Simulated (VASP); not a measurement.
The system is AlFe.

```xyz
2
Lattice="2.9100 0.0000 0.0000 0.0000 2.9100 0.0000 0.0000 0.0000 2.9100" Properties=species:S:1:pos:R:3 pbc="T T T"
Al    0.0000    0.0000    0.0000
Fe    1.4550    1.4550    1.4550
```

Base run:

| Item | Value |
| --- | --- |
| Program | VASP 6.6.1 |
| Functional | RPBE |
| Potentials or basis | VASP PAW PBE potentials, release 64 (Al, Fe) |
| Cutoff | 520 eV |
| k mesh | 9 × 9 × 9 |
| Occupations | fermi-dirac, width 0.15 eV |
| Spin | collinear spin, ferromagnetic start |
| Starting moments | [0.0, 2.4] μB |

Its results: pressure -1.8 GPa; net moment 0.69 μB per cell; site moments Al -0.03; Fe +0.74 μB.

Task: The run is repeated on the same cell with these changes: functional from RPBE to PBE. What comes out?

Result: Pressure -5.5 GPa; net moment 0.67 μB per cell; site moments Al -0.02; Fe +0.71 μB.

PBE binds more tightly than RPBE, so the same cell stands under less pressure.

Caveats: the PAW data sets were made with another functional, which shifts forces and pressure a little (some runs).
